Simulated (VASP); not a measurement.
# Cd4SeS3 (I-42m) in VASP: a series of runs

Runs on Cd4SeS3. Level: PBE. Tasks: single point.

Everything below comes from runs of VASP 6.6.1. Logs are shortened: lines on timing, memory, paths and dates and some standing lists are left out, and cuts for length are marked.

### 1 The cell of the first run

Symmetry: I-42m, No. 121, tetragonal system. The conventional cell has a = 5.993 Å, b = 5.993 Å, c = 11.978 Å, α = 90.00°, β = 90.00°, γ = 90.00°. Cd (site symmetry m) has 3 S at 2.57 to 2.58 Å and 1 Se at 2.66 Å within 3.4 Å. Se (site symmetry -42m) has 4 Cd at 2.66 Å within 3.5 Å. Within 3.4 Å of S (site symmetry -4) lie 4 Cd at 2.58 Å. Within 3.4 Å of S (site symmetry -42m) lie 4 Cd at 2.57 Å.

### 2 Single point, PBE

INCAR

```
SYSTEM = Cd4SeS3
PREC = Accurate
ENCUT = 520
EDIFF = 1E-7
ISMEAR = 0
SIGMA = 0.02
LREAL = .FALSE.
LASPH = .TRUE.
NELM = 80
ALGO = Normal
ISIF = 2
LWAVE = .FALSE.
LCHARG = .TRUE.
GGA = PE
LELF = .TRUE.
LVHAR = .TRUE.
NBANDS = 46
```

KPOINTS

```
Automatic mesh
0
G
  6 6 6
  0 0 0
```

POSCAR

```
Cd4SeS3
1.0
   -2.9964658000      2.9964658000      5.9891456000
    2.9964658000     -2.9964658000      5.9891456000
    2.9964658000      2.9964658000     -5.9891456000
Cd Se S
4 1 3
Direct
    0.8851040000      0.3707580000      0.0000000000
    0.3707580000      0.8851040000      0.0000000000
    0.1148960000      0.1148960000      0.4856540000
    0.6292420000      0.6292420000      0.5143460000
    0.5000000000      0.5000000000      0.0000000000
    0.7500000000      0.2500000000      0.5000000000
    0.2500000000      0.7500000000      0.5000000000
    0.0000000000      0.0000000000      0.0000000000
```

Potentials or basis: VASP PAW PBE potentials, release 64 (Cd, Se, S).

Launch:

```console
cat potpaw_PBE.64/Cd/POTCAR potpaw_PBE.64/Se/POTCAR potpaw_PBE.64/S/POTCAR > POTCAR
mpirun -np 1 vasp_std > vasp.out
```

OUTCAR:

```text
SYSTEM = Cd4SeS3
   PREC = Accurate
   ENCUT = 520
   EDIFF = 1E-7
   ISMEAR = 0
   LREAL = .FALSE.
   LASPH = .TRUE.
   NELM = 80
   ISIF = 2
   GGA = PE

 ion  position               nearest neighbor table
   1  0.885  0.371  0.000-   8 2.57   7 2.58   6 2.58   5 2.66
   2  0.371  0.885  0.000-   8 2.57   6 2.58   7 2.58   5 2.66
   3  0.115  0.115  0.486-   8 2.57   7 2.58   6 2.58   5 2.66
   4  0.629  0.629  0.514-   8 2.57   7 2.58   6 2.58   5 2.66
   5  0.500  0.500  0.000-   1 2.66   2 2.66   3 2.66   4 2.66
   6  0.750  0.250  0.500-   4 2.58   2 2.58   1 2.58   3 2.58
   7  0.250  0.750  0.500-   4 2.58   1 2.58   2 2.58   3 2.58
   8  0.000  0.000  0.000-   3 2.57   2 2.57   1 2.57   4 2.57

  LATTYP: Found a body centered tetragonal cell.
 ALAT       =     5.9929316000
 C/A-ratio  =     1.9987365115

  Lattice vectors:

 A1 = (  -2.9964658000,   2.9964658000,   5.9891456000)
 A2 = (   2.9964658000,  -2.9964658000,   5.9891456000)
 A3 = (   2.9964658000,   2.9964658000,  -5.9891456000)

Analysis of symmetry for initial positions (statically):
=====================================================================
 Subroutine PRICEL returns:
 Original cell was already a primitive cell.

 Routine SETGRP: Setting up the symmetry group for a
 body centered tetragonal supercell.

 Subroutine GETGRP returns: Found  8 space group operations
 (whereof  8 operations were pure point group operations)
 out of a pool of 16 trial point group operations.

The static configuration has the point symmetry D_2d.

Analysis of symmetry for dynamics (positions and initial velocities):
=====================================================================
 Subroutine PRICEL returns:
 Original cell was already a primitive cell.

 Routine SETGRP: Setting up the symmetry group for a
 body centered tetragonal supercell.

 Subroutine GETGRP returns: Found  8 space group operations
 (whereof  8 operations were pure point group operations)
 out of a pool of 16 trial point group operations.

The dynamic configuration has the point symmetry D_2d.

 Subroutine INISYM returns: Found  8 space group operations
 (whereof  8 operations are pure point group operations),
 and found     1 'primitive' translations

----------------------------------------------------------------------------------------

                                     Primitive cell

  volume of cell :     215.1015

  direct lattice vectors                    reciprocal lattice vectors
    -2.996465800  2.996465800  5.989145600     0.000000000  0.166863243  0.083484362
     2.996465800 -2.996465800  5.989145600     0.166863243  0.000000000  0.083484362
     2.996465800  2.996465800 -5.989145600     0.166863243  0.166863243  0.000000000

  length of vectors
     7.336721311  7.336721311  7.336721311     0.186582369  0.186582369  0.235980261

  position of ions in fractional coordinates (direct lattice)
     0.885104000  0.370758000  0.000000000
     0.370758000  0.885104000  0.000000000
     0.114896000  0.114896000  0.485654000
     0.629242000  0.629242000  0.514346000
     0.500000000  0.500000000  0.000000000
     0.750000000  0.250000000  0.500000000
     0.250000000  0.750000000  0.500000000
     0.000000000  0.000000000  0.000000000

  ion indices of the primitive-cell ions
   primitive index   ion index
                 1           1
                 2           2
                 3           3
                 4           4
                 5           5
                 6           6
                 7           7
                 8           8

----------------------------------------------------------------------------------------

 KPOINTS: Automatic mesh

Automatic generation of k-mesh.
 Grid dimensions read from file:
 generate k-points for:    6    6    6

 Generating k-lattice:

  Cartesian coordinates                     Fractional coordinates (reciprocal lattice)
     0.000000000  0.027810540  0.013914060     0.166666667  0.000000000 -0.000000000
     0.027810540  0.000000000  0.013914060     0.000000000  0.166666667 -0.000000000
     0.027810540  0.027810540  0.000000000     0.000000000  0.000000000  0.166666667

  Length of vectors
     0.031097062  0.031097062  0.039330043

  Shift w.r.t. Gamma in fractional coordinates (k-lattice)
     0.000000000  0.000000000  0.000000000

 Subroutine IBZKPT returns following result:
 ===========================================

 Found     30 irreducible k-points:

 Following reciprocal coordinates:
            Coordinates               Weight
  0.000000  0.000000  0.000000      1.000000
  0.166667  0.000000  0.000000      8.000000
  0.333333  0.000000  0.000000      8.000000
  0.500000  0.000000 -0.000000      4.000000
  0.166667  0.166667  0.000000      8.000000
  0.333333  0.166667  0.000000     16.000000
[... 16 lines left out ...]
 -0.333333 -0.333333  0.166667      8.000000
 -0.166667 -0.333333  0.166667      8.000000
 [... further k-points ...]
   k-points           NKPTS =     30   k-points in BZ     NKDIM =     30   number of bands    NBANDS=     46
   number of dos      NEDOS =    301   number of ions     NIONS =      8
   total plane-waves  NPLWV = 175616
   dimension x,y,z NGX =    56 NGY =   56 NGZ =   56
   dimension x,y,z NGXF=   112 NGYF=  112 NGZF=  112
   ions per type =               4   1   3
   NGX,Y,Z   is equivalent  to a cutoff of  12.69, 12.69, 12.69 a.u.
   NGXF,Y,Z  is equivalent  to a cutoff of  25.38, 25.38, 25.38 a.u.
 SYSTEM =  Cd4SeS3
   PREC   = accura    normal or accurate (medium, high low for compatibility)
   ISTART =      0    job   : 0-new  1-cont  2-samecut
   ICHARG =      2    charge: 1-file 2-atom 10-const
   ISPIN  =      1    spin polarized calculation?
   LNONCOLLINEAR =      F non collinear calculations
   LSORBIT =      F    spin-orbit coupling
   LASPH  =      T    aspherical Exc in radial PAW
   ENCUT  =  520.0 eV  38.22 Ry    6.18 a.u.  13.64 13.64 13.64*2*pi/ulx,y,z
   NELM   =     80;   NELMIN=  2; NELMDL= -5     # of ELM steps
   EDIFF  = 0.1E-06   stopping-criterion for ELM
   LREAL  =      F    real-space projection
   EDIFFG = 0.1E-05   stopping-criterion for IOM
   NSW    =      0    number of steps for IOM
   IBRION =     -1    ionic relax: 0-MD 1-quasi-New 2-CG
   NFREE  =      0    steps in history (QN), initial steepest desc. (CG)
   ISIF   =      2    stress and relaxation
   ISYM   =      2    0-nonsym 1-usesym 2-fastsym
   POTIM  = 0.5000    time-step for ionic-motion
   TEBEG  =    0.0;   TEEND  =   0.0 temperature during run
   PSTRESS=    0.0 pullay stress
   NELECT =      72.0000    total number of electrons
   NUPDOWN=      -1.0000    fix difference up-down
   EMIN   =  10.00;   EMAX   =-10.00  energy-range for DOS
   EFERMI =   0.00;   METHOD = LEGACY
   ISMEAR =     0;   SIGMA  =   0.02  broadening in eV -4-tet -1-fermi 0-gaus
   EFERMI_NEDOS =   21; number of points for ismear=-14 and -15
   IALGO  =     38    algorithm
   IMIX   =      4    mixing-type and parameters
     AMIX     =   0.40;   BMIX     =  1.00
     AMIX_MAG =   1.60;   BMIX_MAG =  1.00
  volume/ion in A,a.u.               =      26.89       181.45
  Fermi-wavevector in a.u.,A,eV,Ry     =   1.136679  2.148012 17.579259  1.292039
  Thomas-Fermi vector in A             =   2.273384
   LORBIT       =      0    0 simple, 1 ext, 2 COOP (PROOUT), +10 PAW based schemes
   GGA     = PE    functional components
   LHFCALC =     F    Hartree Fock is set to
   AEXX    =    0.0000 exact exchange contribution
   IVDW    =     0    specifies the selected vdW correction
   LEPSILON=     F    determine dielectric tensor
   LRPA    =     F    only Hartree local field effects (RPA)
 non-spin polarized calculation
 Gauss-broadening in eV      SIGMA  =   0.02
  energy-cutoff  :      520.00
  volume of cell :      215.10
 maximum number of plane-waves:      5828
 NGX is ok and might be reduce to    56
   NGX = 27   NGY = 27   NGZ = 27

 number of electron      71.9999997 magnetization

 Free energy of the ion-electron system (eV)
  ---------------------------------------------------
  ext. energy  EPLUGINS =         0.00000000
  ---------------------------------------------------
  free energy    TOTEN  =       -23.91487518 eV

  energy without entropy =      -23.91487518  energy(sigma->0) =      -23.91487518

 E-fermi :   0.9228     XC(G=0):  -8.8607

 val. band max:        0.8270435170   @ k =   0.0000   0.0000   0.0000
 cond. band min:       1.7150615586   @ k =   0.0000   0.0000   0.0000
 fundamental gap:      0.8880180417
 Fermi energy:         0.9228312116

 k-point     1 :       0.0000    0.0000    0.0000
  band No.  band energies     occupation
      1     -11.3273      2.00000
      2     -10.8622      2.00000
      3     -10.8398      2.00000
      4     -10.8247      2.00000
      5      -6.8052      2.00000
      6      -6.8048      2.00000
[... 38 lines left out ...]
     45       7.2151      0.00000
     46       7.2287      0.00000

 k-point     2 :       0.1667    0.0000    0.0000
  band No.  band energies     occupation
      1     -11.2869      2.00000
      2     -10.8781      2.00000
      3     -10.8476      2.00000
      4     -10.8392      2.00000
      5      -6.7921      2.00000
      6      -6.7852      2.00000
[... 38 lines left out ...]
     45       7.3845      0.00000
     46       7.4438      0.00000

 k-point     3 :       0.3333    0.0000    0.0000
  band No.  band energies     occupation
      1     -11.1808      2.00000
      2     -10.9366      2.00000
      3     -10.8667      2.00000
      4     -10.8631      2.00000
      5      -6.7572      2.00000
      6      -6.7367      2.00000
[... 38 lines left out ...]
     45       7.4707      0.00000
     46       7.8143      0.00000

 k-point     4 :       0.5000    0.0000   -0.0000
  band No.  band energies     occupation
      1     -11.0546      2.00000
      2     -11.0419      2.00000
      3     -10.8761      2.00000
      4     -10.8719      2.00000
      5      -6.7226      2.00000
      6      -6.6911      2.00000
[... 920 lines left out ...]
     45       7.4653      0.00000
     46       7.6216      0.00000

 k-point    23 :      -0.3333   -0.3333    0.1667
  band No.  band energies     occupation
      1     -11.1587      2.00000
      2     -10.9442      2.00000
      3     -10.8902      2.00000
      4     -10.8526      2.00000
      5      -6.7528      2.00000
      6      -6.7380      2.00000
[... 38 lines left out ...]
     45       7.7009      0.00000
     46       7.8800      0.00000

 k-point    24 :      -0.1667   -0.3333    0.1667
  band No.  band energies     occupation
      1     -11.2280      2.00000
      2     -10.9051      2.00000
      3     -10.8794      2.00000
      4     -10.8364      2.00000
      5      -6.7752      2.00000
      6      -6.7592      2.00000
[... 38 lines left out ...]
     45       7.5499      0.00000
     46       7.6695      0.00000

 [... further k-points ...]
[... 5 lines left out ...]
  --------------------------------------------------------------------------------------
  -------------------------------------------------------------------------------------
  Total        0.4213078      0.4213078      0.4207620      0.0000000      0.0000000      0.0000000
  in kB        3.1380985      3.1380985      3.1340333      0.0000000      0.0000000      0.0000000
  external PRESSURE =       3.1367434 kB  Pullay stress =       0.0000000 kB

 VOLUME and BASIS-vectors are now :
 -----------------------------------------------------------------------------
  energy-cutoff  :      520.00
  volume of cell :      215.10
      direct lattice vectors                 reciprocal lattice vectors
    -2.996465800  2.996465800  5.989145600     0.000000000  0.166863243  0.083484362
     2.996465800 -2.996465800  5.989145600     0.166863243  0.000000000  0.083484362
     2.996465800  2.996465800 -5.989145600     0.166863243  0.166863243  0.000000000

 POSITION                                       TOTAL-FORCE (eV/Angst)
 -----------------------------------------------------------------------------------
     -1.54122      1.54122      7.52154        -0.003564      0.003564      0.007601
      1.54122     -1.54122      7.52154         0.003564     -0.003564      0.007601
      1.45525      1.45525     -1.53239        -0.003564     -0.003564     -0.007601
      1.54122      1.54122      4.45675         0.003564      0.003564     -0.007601
      0.00000      0.00000      5.98915         0.000000      0.000000     -0.000000
     -0.00000      2.99647      2.99457         0.000000      0.000000     -0.000000
      2.99647     -0.00000      2.99457         0.000000      0.000000      0.000000
      0.00000      0.00000      0.00000         0.000000      0.000000      0.000000
 -----------------------------------------------------------------------------------
    total drift:                               -0.000009     -0.000009     -0.000007

  FREE ENERGIE OF THE ION-ELECTRON SYSTEM (eV)
  ---------------------------------------------------
  free  energy   TOTEN  =       -23.9148751783 eV

  energy  without entropy=      -23.9148751783  energy(sigma->0) =      -23.91487518
```

It took 16 min on 1 thread of AMD EPYC 7R13, shared host; peak memory 0.54 GiB.

What came out:

| Quantity | Value |
| --- | --- |
| Free energy | -23.9149 eV |
| Pressure | 0.3 GPa |
| Largest force | 0.009 eV/Å |
| Band gap on the k mesh | 0.89 eV, direct |

Forces in eV/Å, atoms in the order of the input:
```
Cd  -0.004  0.004  0.008
Cd   0.004 -0.004  0.008
Cd  -0.004 -0.004 -0.008
Cd   0.004  0.004 -0.008
Se   0.000  0.000  0.000
S    0.000  0.000  0.000
S    0.000  0.000  0.000
S    0.000  0.000  0.000
```

PBE gaps usually lie below the measured ones, often by a third to a half.

(Part 1 of 2 ends here.)
